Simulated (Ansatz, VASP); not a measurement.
## Two plane-wave programs on Si

INCAR

```
SYSTEM = Si
  PREC = Accurate
  ENCUT = 520
  EDIFF = 1E-6
  ISMEAR = 0
  SIGMA = 0.03
  LREAL = .False.
  LASPH = .True.
  NELM = 100
  ALGO = Normal
  ISIF = 2
  LWAVE = .False.
  LCHARG = .True.
  LELF = .True.
  LVHAR = .True.
  NBANDS = 16
```

KPOINTS

```
regular mesh
0
Gamma
  12 12 6
  0 0 0
```

The input POSCAR:

```
Si
1.0
    4.0291929185      0.0000000000      0.0000000000
   -2.0145964593      3.4893834241      0.0000000000
    0.0000000000      0.0000000000      5.5985635602
Si
4
Direct
    0.3333333333      0.6666666667      0.0582655800
    0.6666666667      0.3333333333      0.5582655800
    0.3333333333      0.6666666667      0.4417344200
    0.6666666667      0.3333333333      0.9417344200
```

Input for Ansatz:

```yaml
crystal:
  lattice:
    - [4.0291929185, 0.0, 0.0]
    - [-2.0145964593, 3.4893834241, 0.0]
    - [0.0, 0.0, 5.5985635602]
  atoms:
    - { symbol: Si, position: [0.3333333333, 0.6666666667, 0.05826558] }
    - { symbol: Si, position: [0.6666666667, 0.3333333333, 0.55826558] }
    - { symbol: Si, position: [0.3333333333, 0.6666666667, 0.44173442] }
    - { symbol: Si, position: [0.6666666667, 0.3333333333, 0.94173442] }
basis:
  ecutwfc: 420
kpoints:
  mp_grid: { grid: [12, 12, 6] }
hamiltonian:
  xc: lda
  pseudopotentials: { kind: paw, azcp: { folder: soft_1 } }
scf:
  occupations: { method: gaussian, width: 0.03 }
output:
  forces: true
  stress: true
  eigenvalues: true
```

Alike in both runs: task single point; functional LDA; k mesh 12 × 12 × 6; occupations gaussian, width 0.03 eV; no spin polarisation.

```csv
,VASP,Ansatz
version,VASP 6.6.1,Ansatz 0.2.0
potentials or method,"VASP PAW LDA potentials, release 64 (Si), cutoff 520 eV","scalar-relativistic, plane waves, PAW"
valence electrons in the cell,16,16
```

Ansatz gave:

* gap on the k mesh at the Fermi level (eV): none
* pressure (GPa): 3.1
* traceless stress, the component that is largest in VASP (GPa): 27.54
* rms of the force components (eV/Å): 1.162

Which values does VASP return?

gap on the k mesh at the Fermi level (eV): none; pressure (GPa): 3.2; traceless stress, the component that is largest in VASP (GPa): 27.57; rms of the force components (eV/Å): 1.161.

Ansatz warns that its potentials were made for another functional, while VASP's fit it. LDA's correlation is that of Perdew and Zunger in VASP and of Perdew and Wang (1992) in Ansatz. Atom by atom the forces differ by 0.001 eV/Å (rms over components). A gap of «none» marks a metal or a gap that the smearing closes.
